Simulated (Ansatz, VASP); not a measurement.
**Two plane-wave programs on ZnAu**

The input INCAR:

```
SYSTEM = ZnAu
ALGO = Fast ; EDIFF = 1E-6
ENCUT = 520 ; GGA = PS
ISIF = 2 ; ISMEAR = 0
LASPH = .TRUE. ; LCHARG = .FALSE.
LREAL = .FALSE. ; LWAVE = .FALSE.
NBANDS = 18 ; NELM = 80
PREC = Accurate ; SIGMA = 0.15
```

KPOINTS

```
k-points
0
G
  16 16 16
  0 0 0
```

POSCAR

```
ZnAu
1.0
    3.2356941753      0.0000000000      0.0000000000
    0.0000000000      3.2356941753      0.0000000000
    0.0000000000      0.0000000000      2.9768386413
Zn Au
1 1
Direct
    0.5000000000      0.5000000000      0.5000000000
    0.0000000000      0.0000000000      0.0000000000
```

Input for Ansatz:

```yaml
crystal:
  lattice:
    - [3.2356941753, 0.0, 0.0]
    - [0.0, 3.2356941753, 0.0]
    - [0.0, 0.0, 2.9768386413]
  atoms:
    - { symbol: Zn, position: [0.5, 0.5, 0.5] }
    - { symbol: Au, position: [0.0, 0.0, 0.0] }
basis:
  ecutwfc: 420
kpoints:
  mp_grid: { grid: [16, 16, 16] }
hamiltonian:
  xc: pbesol
scf:
  occupations: { method: gaussian, width: 0.15 }
output:
  forces: true
  stress: true
  eigenvalues: true
```

Alike in both runs: task single point; functional PBEsol; k mesh 16 × 16 × 16; occupations gaussian, width 0.15 eV; no spin polarisation.

|  | VASP | Ansatz |
| --- | --- | --- |
| version | VASP 6.6.1 | Ansatz 0.2.0 |
| potentials or method | VASP PAW PBE potentials, release 64 (Zn, Au), cutoff 520 eV | scalar-relativistic, plane waves, PAW |
| valence electrons in the cell | 23 | 31 |

VASP gave:

| Quantity | Value |
| --- | --- |
| gap on the k mesh at the Fermi level (eV) | none |
| pressure (GPa) | -2.0 |
| traceless stress, the component that is largest in VASP (GPa) | 0.94 |

Task: What did Ansatz give for the same quantities?

Result: gap on the k mesh at the Fermi level (eV): none; pressure (GPa): -2.2; traceless stress, the component that is largest in VASP (GPa): 0.95.

VASP's potentials were made for PBE, not for PBEsol. A gap of «none» marks a metal or a gap that the smearing closes. The functional is the same, so the differences come from potentials, cutoffs and numerics. VASP's potentials hold 23 valence electrons a cell and Ansatz's 31, so a difference there can come from the potentials and not from the codes.

Neither program's run includes spin-orbit coupling.
